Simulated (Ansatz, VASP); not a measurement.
B in VASP and in Ansatz

```xyz
2
Lattice="2.2130 0.0000 0.0000 -1.1065 1.9165 0.0000 0.0000 0.0000 3.5918" Properties=species:S:1:pos:R:3 pbc="T T T"
B     0.0000    1.2777    0.8980
B     1.1065    0.6388    2.6939
```

Alike in both runs: task relaxation of cell and atoms; functional PBEsol; k mesh 9 × 9 × 6; occupations gaussian, width 0.1 eV; no spin polarisation.

|  | VASP | Ansatz |
| --- | --- | --- |
| version | VASP 6.6.1 | Ansatz 0.2.0 |
| potentials or method | VASP PAW PBE potentials, release 64 (B), cutoff 500 eV | scalar-relativistic, plane waves, PAW |
| valence electrons in the cell | 6 | 6 |

```tsv
	VASP	Ansatz	Ansatz less VASP
gap on the k mesh at the Fermi level, each at its own relaxed structure (eV)	none	none	-
relaxed volume (Å³/atom)	7.70	6.44	-1.254
relaxed cell length with the largest relative difference (Å)	6.137	4.353	-1.7843
```

VASP's potentials were made for PBE, not for PBEsol. A gap of «none» marks a metal or a gap that the smearing closes. One of these differences is far larger than is usual between the two programs; its cause wasn't traced.

The k mesh is coarse, so the values compare programs but aren't converged.
